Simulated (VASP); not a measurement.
# BN (F-43m) in VASP: a series of runs

The runs below take BN through single point, with PBE, r2SCAN.

Everything below comes from runs of VASP 6.6.1. Logs are shortened: lines on timing, memory, paths and dates and some standing lists are left out, and cuts for length are marked.

## Step 1: The cell of the first run

Symmetry: F-43m, No. 216, cubic system. Conventional cell: a = 3.646 Å, b = 3.646 Å, c = 3.646 Å, α = 90.00°, β = 90.00°, γ = 90.00°. Within 2.1 Å of B (site symmetry -43m) lie 4 N at 1.58 Å. N (site symmetry -43m) has 4 B at 1.58 Å within 2.1 Å.

## Step 2: Single point, PBE (strain +1.0%)

Contents of INCAR:

```
PREC = Accurate ; ENCUT = 520
EDIFF = 1E-7 ; ISMEAR = -1
SIGMA = 0.02 ; LREAL = False
LASPH = True ; NELM = 100
ALGO = Normal ; ISIF = 2
LWAVE = False ; LCHARG = True
GGA = PE ; LELF = True
LVHAR = True ; NBANDS = 11
```

Contents of KPOINTS:

```
Automatic mesh
0
Gamma
  12 12 12
```

Contents of POSCAR:

```
BN
1.0
    0.0000000000      1.8232337647      1.8232337647
    1.8232337647      0.0000000000      1.8232337647
    1.8232337647      1.8232337647      0.0000000000
B N
1 1
Direct
    0.0000000000      0.0000000000      0.0000000000
    0.2500000000      0.2500000000      0.2500000000
```

Potentials or basis: VASP PAW PBE potentials, release 64 (B, N).

On the command line:

```console
cat potpaw_PBE.64/B/POTCAR potpaw_PBE.64/N/POTCAR > POTCAR
mpirun -np 1 vasp_std > vasp.out
```

OUTCAR:

```text
PREC = Accurate
   ENCUT = 520
   EDIFF = 1E-7
   ISMEAR = -1
   LREAL = False
   LASPH = True
   NELM = 100
   ISIF = 2
   GGA = PE

 ion  position               nearest neighbor table
   1  0.000  0.000  0.000-   2 1.58   2 1.58   2 1.58   2 1.58
   2  0.250  0.250  0.250-   1 1.58   1 1.58   1 1.58   1 1.58

  LATTYP: Found a face centered cubic cell.
 ALAT       =     3.6464675294

  Lattice vectors:

 A1 = (   0.0000000000,   1.8232337647,   1.8232337647)
 A2 = (   1.8232337647,   0.0000000000,   1.8232337647)
 A3 = (   1.8232337647,   1.8232337647,   0.0000000000)

Analysis of symmetry for initial positions (statically):
=====================================================================
 Subroutine PRICEL returns:
 Original cell was already a primitive cell.

 Routine SETGRP: Setting up the symmetry group for a
 face centered cubic supercell.

 Subroutine GETGRP returns: Found 24 space group operations
 (whereof 24 operations were pure point group operations)
 out of a pool of 48 trial point group operations.

The static configuration has the point symmetry T_d .

Analysis of symmetry for dynamics (positions and initial velocities):
=====================================================================
 Subroutine PRICEL returns:
 Original cell was already a primitive cell.

 Routine SETGRP: Setting up the symmetry group for a
 face centered cubic supercell.

 Subroutine GETGRP returns: Found 24 space group operations
 (whereof 24 operations were pure point group operations)
 out of a pool of 48 trial point group operations.

The dynamic configuration has the point symmetry T_d .

 Subroutine INISYM returns: Found 24 space group operations
 (whereof 24 operations are pure point group operations),
 and found     1 'primitive' translations

----------------------------------------------------------------------------------------

                                     Primitive cell

  volume of cell :      12.1215

  direct lattice vectors                    reciprocal lattice vectors
     0.000000000  1.823233765  1.823233765    -0.274238010  0.274238010  0.274238010
     1.823233765  0.000000000  1.823233765     0.274238010 -0.274238010  0.274238010
     1.823233765  1.823233765  0.000000000     0.274238010  0.274238010 -0.274238010

  length of vectors
     2.578441917  2.578441917  2.578441917     0.474994167  0.474994167  0.474994167

  position of ions in fractional coordinates (direct lattice)
     0.000000000  0.000000000  0.000000000
     0.250000000  0.250000000  0.250000000

  ion indices of the primitive-cell ions
   primitive index   ion index
                 1           1
                 2           2

----------------------------------------------------------------------------------------

 KPOINTS: Automatic mesh

Automatic generation of k-mesh.
 Grid dimensions read from file:
 generate k-points for:   12   12   12

 Generating k-lattice:

  Cartesian coordinates                     Fractional coordinates (reciprocal lattice)
    -0.022853168  0.022853168  0.022853168     0.083333333  0.000000000  0.000000000
     0.022853168 -0.022853168  0.022853168     0.000000000  0.083333333  0.000000000
     0.022853168  0.022853168 -0.022853168     0.000000000  0.000000000  0.083333333

  Length of vectors
     0.039582847  0.039582847  0.039582847

  Shift w.r.t. Gamma in fractional coordinates (k-lattice)
     0.000000000  0.000000000  0.000000000

 Subroutine IBZKPT returns following result:
 ===========================================

 Found     72 irreducible k-points:

 Following reciprocal coordinates:
            Coordinates               Weight
  0.000000  0.000000  0.000000      1.000000
  0.083333  0.000000  0.000000      8.000000
  0.166667  0.000000  0.000000      8.000000
  0.250000  0.000000  0.000000      8.000000
  0.333333  0.000000  0.000000      8.000000
  0.416667  0.000000  0.000000      8.000000
[... 16 lines left out ...]
  0.500000  0.166667  0.000000     24.000000
 -0.416667  0.166667  0.000000     24.000000
 [... further k-points ...]
   k-points           NKPTS =     72   k-points in BZ     NKDIM =     72   number of bands    NBANDS=     11
   number of dos      NEDOS =    301   number of ions     NIONS =      2
   total plane-waves  NPLWV =   8000
   dimension x,y,z NGX =    20 NGY =   20 NGZ =   20
   dimension x,y,z NGXF=    40 NGYF=   40 NGZF=   40
   ions per type =               1   1
   NGX,Y,Z   is equivalent  to a cutoff of  12.90, 12.90, 12.90 a.u.
   NGXF,Y,Z  is equivalent  to a cutoff of  25.79, 25.79, 25.79 a.u.
 SYSTEM =  unknown system
   PREC   = accura    normal or accurate (medium, high low for compatibility)
   ISTART =      0    job   : 0-new  1-cont  2-samecut
   ICHARG =      2    charge: 1-file 2-atom 10-const
   ISPIN  =      1    spin polarized calculation?
   LNONCOLLINEAR =      F non collinear calculations
   LSORBIT =      F    spin-orbit coupling
   LASPH  =      T    aspherical Exc in radial PAW
   ENCUT  =  520.0 eV  38.22 Ry    6.18 a.u.   4.79  4.79  4.79*2*pi/ulx,y,z
   NELM   =    100;   NELMIN=  2; NELMDL= -5     # of ELM steps
   EDIFF  = 0.1E-06   stopping-criterion for ELM
   LREAL  =      F    real-space projection
   EDIFFG = 0.1E-05   stopping-criterion for IOM
   NSW    =      0    number of steps for IOM
   IBRION =     -1    ionic relax: 0-MD 1-quasi-New 2-CG
   NFREE  =      0    steps in history (QN), initial steepest desc. (CG)
   ISIF   =      2    stress and relaxation
   ISYM   =      2    0-nonsym 1-usesym 2-fastsym
   POTIM  = 0.5000    time-step for ionic-motion
   TEBEG  =    0.0;   TEEND  =   0.0 temperature during run
   PSTRESS=    0.0 pullay stress
   NELECT =       8.0000    total number of electrons
   NUPDOWN=      -1.0000    fix difference up-down
   EMIN   =  10.00;   EMAX   =-10.00  energy-range for DOS
   EFERMI =   0.00;   METHOD = LEGACY
   ISMEAR =    -1;   SIGMA  =   0.02  broadening in eV -4-tet -1-fermi 0-gaus
   EFERMI_NEDOS =   21; number of points for ismear=-14 and -15
   IALGO  =     38    algorithm
   IMIX   =      4    mixing-type and parameters
     AMIX     =   0.40;   BMIX     =  1.00
     AMIX_MAG =   1.60;   BMIX_MAG =  1.00
  volume/ion in A,a.u.               =       6.06        40.90
  Fermi-wavevector in a.u.,A,eV,Ry     =   1.425342  2.693506 27.641601  2.031600
  Thomas-Fermi vector in A             =   2.545737
   LORBIT       =      0    0 simple, 1 ext, 2 COOP (PROOUT), +10 PAW based schemes
   GGA     = PE    functional components
   LHFCALC =     F    Hartree Fock is set to
   AEXX    =    0.0000 exact exchange contribution
   IVDW    =     0    specifies the selected vdW correction
   LEPSILON=     F    determine dielectric tensor
   LRPA    =     F    only Hartree local field effects (RPA)
 non-spin polarized calculation
  energy-cutoff  :      520.00
  volume of cell :       12.12
 maximum number of plane-waves:       335
   NGX =  9   NGY =  9   NGZ =  9

 number of electron       8.0000000 magnetization

 Free energy of the ion-electron system (eV)
  ---------------------------------------------------
  ext. energy  EPLUGINS =         0.00000000
  ---------------------------------------------------
  free energy    TOTEN  =       -17.44724897 eV

  energy without entropy =      -17.44724897  energy(sigma->0) =      -17.44724897

 E-fermi :   7.5645     XC(G=0): -12.6941

 val. band max:        7.0860849899   @ k =   0.0000   0.0000   0.0000
 cond. band min:      11.5174449048   @ k =   0.5000   0.5000   0.0000
 fundamental gap:      4.4313599149
 Fermi energy:         7.5644948904

 k-point     1 :       0.0000    0.0000    0.0000
  band No.  band energies     occupation
      1     -12.8519      2.00000
      2       7.0861      2.00000
      3       7.0861      2.00000
      4       7.0861      2.00000
      5      15.7822      0.00000
      6      15.7822      0.00000
      7      15.7822      0.00000
      8      17.0157      0.00000
      9      31.3531      0.00000
     10      34.5396      0.00000
     11      34.5396      0.00000

 k-point     2 :       0.0833    0.0000    0.0000
  band No.  band energies     occupation
      1     -12.6865      2.00000
      2       6.1889      2.00000
      3       6.9105      2.00000
      4       6.9105      2.00000
      5      15.9509      0.00000
      6      16.0485      0.00000
      7      16.0485      0.00000
      8      17.6038      0.00000
      9      31.2038      0.00000
     10      32.3751      0.00000
     11      32.3751      0.00000

 k-point     3 :       0.1667    0.0000    0.0000
  band No.  band energies     occupation
      1     -12.1964      2.00000
      2       4.1272      2.00000
      3       6.4828      2.00000
      4       6.4828      2.00000
      5      16.2040      0.00000
      6      16.6690      0.00000
      7      16.6690      0.00000
      8      18.9613      0.00000
      9      30.7367      0.00000
     10      30.8483      0.00000
     11      30.8483      0.00000

 k-point     4 :       0.2500    0.0000    0.0000
  band No.  band energies     occupation
      1     -11.4060      2.00000
      2       1.7093      2.00000
      3       5.9878      2.00000
      4       5.9878      2.00000
      5      16.4602      0.00000
      6      17.2666      0.00000
      7      17.2666      0.00000
      8      20.3161      0.00000
      9      30.2088      0.00000
     10      30.4419      0.00000
     11      30.4419      0.00000

 k-point     5 :       0.3333    0.0000    0.0000
  band No.  band energies     occupation
      1     -10.3798      2.00000
      2      -0.6281      2.00000
      3       5.5650      2.00000
      4       5.5650      2.00000
      5      16.6877      0.00000
      6      17.5816      0.00000
      7      17.5816      0.00000
      8      21.3126      0.00000
      9      29.9655      0.00000
     10      31.1983      0.00000
     11      31.1983      0.00000
[... 211 lines left out ...]
 k-point    21 :       0.3333    0.1667    0.0000
  band No.  band energies     occupation
      1     -10.5425      2.00000
      2       1.1126      2.00000
      3       4.3899      2.00000
      4       4.6470      2.00000
      5      15.0549      0.00000
      6      19.0522      0.00000
      7      19.6548      0.00000
      8      19.6808      0.00000
      9      26.2736      0.00000
     10      33.0411      0.00000
     11      34.8731      0.00000

 k-point    22 :       0.4167    0.1667    0.0000
  band No.  band energies     occupation
      1      -9.5083      2.00000
      2      -0.9270      2.00000
      3       4.0128      2.00000
      4       4.2096      2.00000
      5      15.4619      0.00000
      6      19.1960      0.00000
      7      19.7487      0.00000
      8      20.5872      0.00000
      9      27.1648      0.00000
     10      32.8228      0.00000
     11      35.1090      0.00000

 k-point    23 :       0.5000    0.1667    0.0000
  band No.  band energies     occupation
      1      -8.5787      2.00000
      2      -2.4330      2.00000
      3       3.4408      2.00000
      4       4.2795      2.00000
      5      15.8189      0.00000
      6      19.1201      0.00000
      7      19.5185      0.00000
      8      21.8515      0.00000
      9      27.5376      0.00000
     10      32.9841      0.00000
     11      34.3143      0.00000

 k-point    24 :      -0.4167    0.1667    0.0000
  band No.  band energies     occupation
      1      -8.4030      2.00000
      2      -2.6902      2.00000
      3       3.0493      2.00000
      4       4.5856      2.00000
      5      16.2650      0.00000
      6      18.9717      0.00000
      7      19.1337      0.00000
      8      22.4399      0.00000
      9      27.8222      0.00000
     10      32.1175      0.00000
     11      33.2499      0.00000

 [... further k-points ...]

------------------------ aborting loop because EDIFF is reached ----------------------------------------

  FORCE on cell =-STRESS in cart. coord.  units (eV):
  Direction    XX          YY          ZZ          XY          YZ          ZX
  --------------------------------------------------------------------------------------
  -------------------------------------------------------------------------------------
  Total       -0.4747364     -0.4747364     -0.4747364     -0.0000000     -0.0000000     -0.0000000
  in kB      -62.7488952    -62.7488952    -62.7488952     -0.0000000     -0.0000000     -0.0000000
  external PRESSURE =     -62.7488952 kB  Pullay stress =       0.0000000 kB

 VOLUME and BASIS-vectors are now :
 -----------------------------------------------------------------------------
  energy-cutoff  :      520.00
  volume of cell :       12.12
      direct lattice vectors                 reciprocal lattice vectors
     0.000000000  1.823233765  1.823233765    -0.274238010  0.274238010  0.274238010
     1.823233765  0.000000000  1.823233765     0.274238010 -0.274238010  0.274238010
     1.823233765  1.823233765  0.000000000     0.274238010  0.274238010 -0.274238010

 POSITION                                       TOTAL-FORCE (eV/Angst)
 -----------------------------------------------------------------------------------
      0.00000      0.00000      0.00000         0.000000      0.000000     -0.000000
      0.91162      0.91162      0.91162        -0.000000     -0.000000      0.000000
 -----------------------------------------------------------------------------------
    total drift:                                0.000000      0.000000      0.000000

  FREE ENERGIE OF THE ION-ELECTRON SYSTEM (eV)
  ---------------------------------------------------
  free  energy   TOTEN  =       -17.4472489707 eV

  energy  without entropy=      -17.4472489707  energy(sigma->0) =      -17.44724897
```

Run time: 7.8 s. Hardware: 1 thread of AMD EPYC 7R13 (Zen 3), shared host; peak memory 0.09 GiB.

Results:

| Quantity | Value |
| --- | --- |
| Free energy | -17.4472 eV |
| Pressure | -6.3 GPa |
| Band gap on the k mesh | 4.43 eV (least direct gap 8.70 eV) |

Caveat: the cell differs from its parent crystal (strain +1.0%); the cell stands under tension. A k mesh can miss the band edges.

(Part 1 of 2 ends here.)
